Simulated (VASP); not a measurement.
Input of a VASP 6.6.1 run:

Contents of INCAR:

```
SYSTEM = AlH7
PREC     = Accurate       ! precision mode
ENCUT    = 520            ! plane-wave cutoff, eV
EDIFF    = 1E-6           ! SCF threshold, eV
ISMEAR   = 0              ! smearing method
SIGMA    = 0.2            ! smearing width, eV
LREAL    = Auto         
LASPH    = .True.         ! aspherical terms in the spheres
NELM     = 80             ! most SCF steps
ALGO     = Normal         ! electronic algorithm
ISIF     = 2              ! what is computed and relaxed
LWAVE    = .False.        ! write WAVECAR
LCHARG   = .False.        ! write CHGCAR
GGA      = PE             ! functional
NBANDS   = 24             ! bands
```

KPOINTS

```
Automatic mesh
0
Gamma
  4 4 3
  0 0 0
```

The input POSCAR:

```
AlH7
1.0
    6.8723927188      0.0000000000      0.0000000000
   -3.4361963594      5.9516666793      0.0000000000
    0.0000000000      0.0000000000      4.7877275828
Al H
2 14
Direct
    0.0000000000      0.0000000000      0.0000000000
    0.0000000000      0.0000000000      0.5000000000
    0.3333333333      0.6666666667      0.4220403004
    0.3333333333      0.6666666667      0.5779596996
    0.3333333333      0.6666666667      0.9220403004
    0.3333333333      0.6666666667      0.0779596996
    0.6666666667      0.3333333333      0.9220403004
    0.6666666667      0.3333333333      0.0779596996
    0.6666666667      0.3333333333      0.4220403004
    0.6666666667      0.3333333333      0.5779596996
    0.0000000000      0.8092281968      0.7500000000
    0.8092281968      0.0000000000      0.7500000000
    0.8092281968      0.8092281968      0.2500000000
    0.1907718032      0.1907718032      0.7500000000
    0.0000000000      0.1907718032      0.2500000000
    0.1907718032      0.0000000000      0.2500000000
```

Potentials or basis: VASP PAW PBE potentials, release 64 (Al, H).

Run with:

```bash
$ cat potpaw_PBE.64/Al/POTCAR potpaw_PBE.64/H/POTCAR > POTCAR
$ mpirun -np 1 vasp_std > vasp.out
```

Task: Estimate the pressure.

Result: 0.0 GPa.

Task: What does it give for the band gap on the k mesh?

Result: 2.25 eV.

Stress tensor (GPa, compression positive):
```
 0.16  0.00  0.00
 0.00  0.16  0.00
 0.00  0.00 -0.33
```

Caveat: the k points lie up to 0.44 Å⁻¹ apart. A k mesh can miss the band edges.
